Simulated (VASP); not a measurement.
# ZnSiP2 (I-42d) in VASP: a series of runs

The runs below take ZnSiP2 through single point, with LDA, r2SCAN.

All numbers are computed with VASP 6.6.1; they aren't measurements. Logs are shortened: lines on timing, memory, paths and dates and some standing lists are left out, and cuts for length are marked.

## (1) The cell of the first run

It takes space group I-42d (No. 122, tetragonal). The conventional cell has a = 5.342 Å, b = 5.342 Å, c = 10.527 Å, α = 90.00°, β = 90.00°, γ = 90.00°. Within 3.0 Å of Si (site symmetry -4) lie 4 P at 2.26 Å. Within 3.1 Å of Zn (site symmetry -4) lie 4 P at 2.35 Å. Within 3.0 Å of P (site symmetry 2) lie 2 Si at 2.26 Å and 2 Zn at 2.35 Å.

## (2) Single point, LDA

Contents of INCAR:

```
SYSTEM = ZnSiP2
  ALGO = Normal
  EDIFF = 1E-6
  ENCUT = 500
  GGA = CA
  GGA_COMPAT = .False.
  ISIF = 2
  ISMEAR = 0
  LASPH = .True.
  LCHARG = .False.
  LREAL = .False.
  LWAVE = .False.
  NBANDS = 36
  NELM = 120
  PREC = Accurate
  SIGMA = 0.0289
```

Contents of KPOINTS:

```
k-points
0
Gamma
  4 4 4
  0 0 0
```

Contents of POSCAR:

```
ZnSiP2
1.0
    0.0000000000      5.3417680000      0.0000000000
    5.3417680000      0.0000000000      0.0000000000
    2.6708840000      2.6708840000     -5.2635000000
Si Zn P
2 2 4
Direct
    0.5000000000      0.5000000000      0.0000000000
    0.2500000000      0.7500000000      0.5000000000
    0.0000000000      0.0000000000      0.0000000000
    0.7500000000      0.2500000000      0.5000000000
    0.3750000000      0.3890000000      0.7500000000
    0.6110000000      0.1250000000      0.2500000000
    0.8750000000      0.8610000000      0.7500000000
    0.1390000000      0.6250000000      0.2500000000
```

Potentials or basis: VASP PAW LDA potentials, release 64 (Si, Zn, P).

Started as:

```console
$ cat potpaw_LDA.64/Si/POTCAR potpaw_LDA.64/Zn/POTCAR potpaw_LDA.64/P/POTCAR > POTCAR
$ mpirun -np 1 vasp_std > vasp.out
```

OUTCAR:

```text
SYSTEM = ZnSiP2
   EDIFF = 1E-6
   ENCUT = 500
   GGA = CA
   ISIF = 2
   ISMEAR = 0
   LASPH = .True.
   LREAL = .False.
   NELM = 120
   PREC = Accurate

 ion  position               nearest neighbor table
   1  0.500  0.500  0.000-   5 2.26   6 2.26   7 2.26   8 2.26
   2  0.250  0.750  0.500-   5 2.26   6 2.26   7 2.26   8 2.26
   3  0.000  0.000  0.000-   5 2.35   8 2.35   7 2.35   6 2.35
   4  0.750  0.250  0.500-   5 2.35   8 2.35   7 2.35   6 2.35
   5  0.375  0.389  0.750-   1 2.26   2 2.26   3 2.35   4 2.35
   6  0.611  0.125  0.250-   1 2.26   2 2.26   3 2.35   4 2.35
   7  0.875  0.861  0.750-   1 2.26   2 2.26   3 2.35   4 2.35
   8  0.139  0.625  0.250-   1 2.26   2 2.26   3 2.35   4 2.35

  LATTYP: Found a body centered tetragonal cell.
 ALAT       =     5.3417680000
 C/A-ratio  =     1.9706958445

  Lattice vectors:

 A1 = (  -2.6708840000,   2.6708840000,   5.2635000000)
 A2 = (   2.6708840000,  -2.6708840000,   5.2635000000)
 A3 = (   2.6708840000,   2.6708840000,  -5.2635000000)

Analysis of symmetry for initial positions (statically):
=====================================================================
 Subroutine PRICEL returns:
 Original cell was already a primitive cell.

 Routine SETGRP: Setting up the symmetry group for a
 body centered tetragonal supercell.

 Subroutine GETGRP returns: Found  8 space group operations
 (whereof  4 operations were pure point group operations)
 out of a pool of 16 trial point group operations.

The static configuration has the point symmetry S_4 .
 The point group associated with its full space group is D_2d.

Analysis of symmetry for dynamics (positions and initial velocities):
=====================================================================
 Subroutine PRICEL returns:
 Original cell was already a primitive cell.

 Routine SETGRP: Setting up the symmetry group for a
 body centered tetragonal supercell.

 Subroutine GETGRP returns: Found  8 space group operations
 (whereof  4 operations were pure point group operations)
 out of a pool of 16 trial point group operations.

The dynamic configuration has the point symmetry S_4 .
 The point group associated with its full space group is D_2d.

 Subroutine INISYM returns: Found  8 space group operations
 (whereof  4 operations are pure point group operations),
 and found     1 'primitive' translations

----------------------------------------------------------------------------------------

                                     Primitive cell

  volume of cell :     150.1913

  direct lattice vectors                    reciprocal lattice vectors
     0.000000000  5.341768000  0.000000000     0.000000000  0.187203937  0.094993825
     5.341768000  0.000000000  0.000000000     0.187203937  0.000000000  0.094993825
     2.670884000  2.670884000 -5.263500000     0.000000000  0.000000000 -0.189987651

  length of vectors
     5.341768000  5.341768000  6.478555003     0.209926513  0.209926513  0.189987651

  position of ions in fractional coordinates (direct lattice)
     0.500000000  0.500000000  0.000000000
     0.250000000  0.750000000  0.500000000
     0.000000000  0.000000000  0.000000000
     0.750000000  0.250000000  0.500000000
     0.375000000  0.389000000  0.750000000
     0.611000000  0.125000000  0.250000000
     0.875000000  0.861000000  0.750000000
     0.139000000  0.625000000  0.250000000

  ion indices of the primitive-cell ions
   primitive index   ion index
                 1           1
                 2           2
                 3           3
                 4           4
                 5           5
                 6           6
                 7           7
                 8           8

----------------------------------------------------------------------------------------

 KPOINTS: k-points

Automatic generation of k-mesh.
 Grid dimensions read from file:
 generate k-points for:    4    4    4

 Generating k-lattice:

  Cartesian coordinates                     Fractional coordinates (reciprocal lattice)
     0.000000000  0.046800984  0.023748456     0.250000000  0.000000000  0.000000000
     0.046800984  0.000000000  0.023748456     0.000000000  0.250000000  0.000000000
     0.000000000  0.000000000 -0.047496913     0.000000000  0.000000000  0.250000000

  Length of vectors
     0.052481628  0.052481628  0.047496913

  Shift w.r.t. Gamma in fractional coordinates (k-lattice)
     0.000000000  0.000000000  0.000000000

 Subroutine IBZKPT returns following result:
 ===========================================

 Found     13 irreducible k-points:

 Following reciprocal coordinates:
            Coordinates               Weight
  0.000000  0.000000  0.000000      1.000000
  0.250000  0.000000 -0.000000      8.000000
  0.500000  0.000000 -0.000000      4.000000
  0.250000  0.250000 -0.000000      8.000000
  0.500000  0.250000 -0.000000     16.000000
 -0.250000  0.250000  0.000000      4.000000
  0.500000  0.500000 -0.000000      2.000000
  0.000000  0.000000  0.250000      2.000000
  0.500000  0.000000  0.250000      4.000000
 -0.250000  0.000000  0.250000      8.000000
  0.500000  0.500000  0.250000      2.000000
 -0.250000 -0.250000  0.250000      4.000000
  0.000000  0.000000  0.500000      1.000000
   k-points           NKPTS =     13   k-points in BZ     NKDIM =     13   number of bands    NBANDS=     36
   number of dos      NEDOS =    301   number of ions     NIONS =      8
   total plane-waves  NPLWV =  76800
   dimension x,y,z NGX =    40 NGY =   40 NGZ =   48
   dimension x,y,z NGXF=    80 NGYF=   80 NGZF=   96
   ions per type =               2   2   4
   NGX,Y,Z   is equivalent  to a cutoff of  12.45, 12.45, 12.32 a.u.
   NGXF,Y,Z  is equivalent  to a cutoff of  24.90, 24.90, 24.63 a.u.
 SYSTEM =  ZnSiP2
   PREC   = accura    normal or accurate (medium, high low for compatibility)
   ISTART =      0    job   : 0-new  1-cont  2-samecut
   ICHARG =      2    charge: 1-file 2-atom 10-const
   ISPIN  =      1    spin polarized calculation?
   LNONCOLLINEAR =      F non collinear calculations
   LSORBIT =      F    spin-orbit coupling
   LASPH  =      T    aspherical Exc in radial PAW
   ENCUT  =  500.0 eV  36.75 Ry    6.06 a.u.   9.74  9.74 11.81*2*pi/ulx,y,z
   NELM   =    120;   NELMIN=  2; NELMDL= -5     # of ELM steps
   EDIFF  = 0.1E-05   stopping-criterion for ELM
   LREAL  =      F    real-space projection
   EDIFFG = 0.1E-04   stopping-criterion for IOM
   NSW    =      0    number of steps for IOM
   IBRION =     -1    ionic relax: 0-MD 1-quasi-New 2-CG
   NFREE  =      0    steps in history (QN), initial steepest desc. (CG)
   ISIF   =      2    stress and relaxation
   ISYM   =      2    0-nonsym 1-usesym 2-fastsym
   POTIM  = 0.5000    time-step for ionic-motion
   TEBEG  =    0.0;   TEEND  =   0.0 temperature during run
   PSTRESS=    0.0 pullay stress
   NELECT =      52.0000    total number of electrons
   NUPDOWN=      -1.0000    fix difference up-down
   EMIN   =  10.00;   EMAX   =-10.00  energy-range for DOS
   EFERMI =   0.00;   METHOD = LEGACY
   ISMEAR =     0;   SIGMA  =   0.03  broadening in eV -4-tet -1-fermi 0-gaus
   EFERMI_NEDOS =   21; number of points for ismear=-14 and -15
   IALGO  =     38    algorithm
   IMIX   =      4    mixing-type and parameters
     AMIX     =   0.40;   BMIX     =  1.00
     AMIX_MAG =   1.60;   BMIX_MAG =  1.00
  volume/ion in A,a.u.               =      18.77       126.69
  Fermi-wavevector in a.u.,A,eV,Ry     =   1.149550  2.172334 17.979614  1.321464
  Thomas-Fermi vector in A             =   2.286219
   LORBIT       =      0    0 simple, 1 ext, 2 COOP (PROOUT), +10 PAW based schemes
   GGA     = CA    functional components
   LHFCALC =     F    Hartree Fock is set to
   AEXX    =    0.0000 exact exchange contribution
   IVDW    =     0    specifies the selected vdW correction
   LEPSILON=     F    determine dielectric tensor
   LRPA    =     F    only Hartree local field effects (RPA)
 non-spin polarized calculation
 Gauss-broadening in eV      SIGMA  =   0.03
  energy-cutoff  :      500.00
  volume of cell :      150.19
 maximum number of plane-waves:      3826
 NGX is ok and might be reduce to    40
   NGX = 19   NGY = 19   NGZ = 23

 number of electron      52.0000008 magnetization

 Free energy of the ion-electron system (eV)
  ---------------------------------------------------
  ext. energy  EPLUGINS =         0.00000000
  ---------------------------------------------------
  free energy    TOTEN  =       -42.35265174 eV

  energy without entropy =      -42.35265174  energy(sigma->0) =      -42.35265174

 E-fermi :   4.7551     XC(G=0): -10.1025

 val. band max:        4.5890071566   @ k =   0.0000   0.0000   0.0000
 cond. band min:       5.8256231573   @ k =   0.0000   0.0000   0.0000
 fundamental gap:      1.2366160006
 Fermi energy:         4.7550645146

 k-point     1 :       0.0000    0.0000    0.0000
  band No.  band energies     occupation
      1      -8.4521      2.00000
      2      -5.5251      2.00000
      3      -5.4883      2.00000
      4      -5.4883      2.00000
      5      -3.9879      2.00000
      6      -2.4060      2.00000
[... 28 lines left out ...]
     35       9.7509      0.00000
     36      10.0678      0.00000

 k-point     2 :       0.2500    0.0000   -0.0000
  band No.  band energies     occupation
      1      -8.1686      2.00000
      2      -6.0923      2.00000
      3      -5.6836      2.00000
      4      -5.6182      2.00000
      5      -3.5042      2.00000
      6      -2.5620      2.00000
[... 28 lines left out ...]
     35       9.5503      0.00000
     36      10.3521      0.00000
[... 388 lines left out ...]
     35      10.0861      0.00000
     36      10.0861      0.00000

 k-point    13 :       0.0000    0.0000    0.5000
  band No.  band energies     occupation
      1      -7.4657      2.00000
      2      -7.4657      2.00000
      3      -5.5304      2.00000
      4      -5.5304      2.00000
      5      -2.8708      2.00000
      6      -2.8708      2.00000
[... 28 lines left out ...]
     35      10.9731      0.00000
     36      10.9732      0.00000

------------------------ aborting loop because EDIFF is reached ----------------------------------------

  FORCE on cell =-STRESS in cart. coord.  units (eV):
  Direction    XX          YY          ZZ          XY          YZ          ZX
  --------------------------------------------------------------------------------------
  -------------------------------------------------------------------------------------
  Total       -2.0364937     -2.0364937     -2.6571956      0.0000000      0.0000000      0.0000000
  in kB      -21.7244596    -21.7244596    -28.3458468      0.0000000      0.0000000      0.0000000
  external PRESSURE =     -23.9315886 kB  Pullay stress =       0.0000000 kB

 VOLUME and BASIS-vectors are now :
 -----------------------------------------------------------------------------
  energy-cutoff  :      500.00
  volume of cell :      150.19
      direct lattice vectors                 reciprocal lattice vectors
     0.000000000  5.341768000  0.000000000     0.000000000  0.187203937  0.094993825
     5.341768000  0.000000000  0.000000000     0.187203937  0.000000000  0.094993825
     2.670884000  2.670884000 -5.263500000     0.000000000  0.000000000 -0.189987651

 POSITION                                       TOTAL-FORCE (eV/Angst)
 -----------------------------------------------------------------------------------
      2.67088      2.67088      0.00000         0.000000     -0.000000      0.000000
      5.34177      2.67088     -2.63175         0.000000      0.000000      0.000000
      0.00000      0.00000      0.00000        -0.000000     -0.000000      0.000000
      2.67088      5.34177     -2.63175        -0.000000      0.000000      0.000000
      4.08111      4.00633     -3.94762         0.002250     -0.000000      0.000000
      1.33544      3.93154     -1.31587         0.000000     -0.002250      0.000000
      6.60243      6.67721     -3.94762        -0.002250      0.000000      0.000000
      4.00633      1.41023     -1.31587         0.000000      0.002250     -0.000000
 -----------------------------------------------------------------------------------
    total drift:                               -0.000002     -0.000002      0.000002

  FREE ENERGIE OF THE ION-ELECTRON SYSTEM (eV)
  ---------------------------------------------------
  free  energy   TOTEN  =       -42.3526517387 eV

  energy  without entropy=      -42.3526517387  energy(sigma->0) =      -42.35265174
```

It took 76 s on 1 thread of AMD EPYC 7R13, shared host; peak memory 0.21 GiB.

What came out:

```
Free energy            : -42.3527 eV
Pressure               : -2.4 GPa
Band gap on the k mesh : 1.24 eV
```

Forces on the atoms (eV/Å):
```
Si   0.000  0.000  0.000
Si   0.000  0.000  0.000
Zn   0.000  0.000  0.000
Zn   0.000  0.000  0.000
P    0.002  0.000  0.000
P    0.000 -0.002  0.000
P   -0.002  0.000  0.000
P    0.000  0.002  0.000
```

A k mesh can miss the band edges.

## (3) Single point, r2SCAN

POSCAR is that of step 2.

Contents of INCAR.step1:

```
SYSTEM = ZnSiP2
PREC = Accurate
ENCUT = 550
ISMEAR = 0
SIGMA = 0.0289
LREAL = .FALSE.
LASPH = .TRUE.
NELM = 120
NBANDS = 36
GGA = PE
ALGO = Normal
EDIFF = 1E-5
LWAVE = .TRUE.
LCHARG = .FALSE.
GGA_COMPAT = .FALSE.
```

Contents of INCAR.step2:

```
SYSTEM = ZnSiP2
PREC = Accurate
ENCUT = 550
EDIFF = 1E-6
ISMEAR = 0
SIGMA = 0.0289
LREAL = .FALSE.
LASPH = .TRUE.
NELM = 120
ALGO = Normal
ISIF = 2
LWAVE = .FALSE.
LCHARG = .TRUE.
METAGGA = R2SCAN
LMIXTAU = .TRUE.
LELF = .TRUE.
LVHAR = .TRUE.
NBANDS = 36
ISTART = 1
GGA_COMPAT = .FALSE.
```

Contents of KPOINTS:

```
Automatic mesh
0
G
  4 4 4
  0 0 0
```

Potentials or basis: VASP PAW PBE potentials, release 64 (Si, Zn, P).

Started as:

```console
$ cat potpaw_PBE.64/Si/POTCAR potpaw_PBE.64/Zn/POTCAR potpaw_PBE.64/P/POTCAR > POTCAR
$ cp INCAR.step1 INCAR
$ mpirun -np 1 vasp_std > vasp.out
$ cp INCAR.step2 INCAR
$ mpirun -np 1 vasp_std > vasp.out
```

It took 7.1 min on 1 thread of AMD EPYC 7R13, shared host; peak memory 0.32 GiB.

The run converged. Its results:

- Free energy: -74.4859 eV
- Pressure: 0.3 GPa
- Largest force: 0.205 eV/Å
- Band gap on the k mesh: 1.62 eV

Forces on the atoms (eV/Å):
```
Si   0.000  0.000  0.000
Si   0.000  0.000  0.000
Zn   0.000  0.000  0.000
Zn   0.000  0.000  0.000
P    0.205  0.000  0.000
P    0.000 -0.205  0.000
P   -0.205  0.000  0.000
P    0.000  0.205  0.000
```

Stress tensor (GPa, compression positive):
```
 0.63  0.00  0.00
 0.00  0.63  0.00
 0.00  0.00 -0.25
```

Levels at points of the mesh, in eV from the valence-band top:
```
           k point  band 23  band 24  band 25  band 26  band 27  band 28  band 29  band 30
(0.00, 0.00, 0.00)    -2.43    -0.07    -0.07     0.00     1.62     2.27     3.22     3.61
(0.50, 0.00, 0.00)    -2.27    -1.82    -1.56    -0.81     3.04     3.20     3.31     4.58
(0.50, 0.50, 0.00)    -1.04    -1.04    -0.57    -0.57     2.38     2.38     3.60     3.60
(0.00, 0.00, 0.50)    -1.91    -1.91    -1.16    -1.16     1.74     1.74     1.98     1.98
```

Caveat: the PAW data sets were made with another functional, which shifts forces and pressure a little. A k mesh can miss the band edges.

## (4) Single point, r2SCAN

POSCAR is that of step 3.

Contents of INCAR.step1:

```
PREC = Accurate
ENCUT = 550
ISMEAR = 1
SIGMA = 0.005
LREAL = F
LASPH = T
NELM = 120
NBANDS = 36
GGA = PE
ALGO = Normal
EDIFF = 1E-5
LWAVE = T
LCHARG = F
GGA_COMPAT = F
```

Contents of INCAR.step2:

```
PREC = Accurate
ENCUT = 550
EDIFF = 1E-6
ISMEAR = 1
SIGMA = 0.005
LREAL = F
LASPH = T
NELM = 120
ALGO = Normal
ISIF = 2
LWAVE = F
LCHARG = T
METAGGA = R2SCAN
LMIXTAU = T
LELF = T
LVHAR = T
NBANDS = 36
ISTART = 1
GGA_COMPAT = F
```

Contents of KPOINTS:

```
Automatic mesh
0
Gamma
  4 4 4
```

Started as:

```console
$ cat potpaw_PBE.64/Si/POTCAR potpaw_PBE.64/Zn/POTCAR potpaw_PBE.64/P/POTCAR > POTCAR
$ cp INCAR.step1 INCAR
$ mpirun -np 1 vasp_std > vasp.out
$ cp INCAR.step2 INCAR
$ mpirun -np 1 vasp_std > vasp.out
```

Run time: 7 min. Hardware: 1 thread of AMD EPYC 7R13, shared host; peak memory 0.32 GiB.

Results (log left out):

```
Free energy            : -74.4859 eV
Pressure               : 0.3 GPa
Largest force          : 0.205 eV/Å
Band gap on the k mesh : 1.62 eV
```

Forces in eV/Å, atoms in the order of the input:
```
Si   0.000  0.000  0.000
Si   0.000  0.000  0.000
Zn   0.000  0.000  0.000
Zn   0.000  0.000  0.000
P    0.205  0.000  0.000
P    0.000 -0.205  0.000
P   -0.205  0.000  0.000
P    0.000  0.205  0.000
```

Stress tensor (GPa, compression positive):
```
 0.63  0.00  0.00
 0.00  0.63  0.00
 0.00  0.00 -0.25
```

Levels at points of the mesh, in eV from the valence-band top:
```tsv
k point	band 23	band 24	band 25	band 26	band 27	band 28	band 29	band 30
(0.00, 0.00, 0.00)	-2.43	-0.07	-0.07	0.00	1.62	2.27	3.22	3.61
(0.50, 0.00, 0.00)	-2.27	-1.82	-1.56	-0.81	3.04	3.20	3.31	4.58
(0.50, 0.50, 0.00)	-1.04	-1.04	-0.57	-0.57	2.38	2.38	3.60	3.60
(0.00, 0.00, 0.50)	-1.91	-1.91	-1.16	-1.16	1.74	1.74	1.98	1.98
```

Caveat: the PAW data sets were made with another functional, which shifts forces and pressure a little. A k mesh can miss the band edges.

## (5) The runs side by side

| level | potentials or basis | cutoff (eV) | smearing | gap on the mesh (eV) | pressure (GPa) | largest force (eV/Å) |
| --- | --- | --- | --- | --- | --- | --- |
| LDA | VASP PAW LDA potentials, release 64 (Si, Zn, P) | 500 | gaussian 0.0289 eV | 1.24 | -2.4 | - |
| r2SCAN | VASP PAW PBE potentials, release 64 (Si, Zn, P) | 550 | gaussian 0.0289 eV | 1.62 | 0.3 | 0.21 |
| r2SCAN | VASP PAW PBE potentials, release 64 (Si, Zn, P) | 550 | methfessel-paxton 0.005 eV | 1.62 | 0.3 | 0.21 |

Alike in all rows: task single point; no spin polarisation; cell as given; k mesh 4 × 4 × 4.

Caveats: the PAW data sets were made with another functional, which shifts forces and pressure a little (at least some runs).

Total energies depend on the potentials used, so only differences within one code and one set of settings carry meaning.
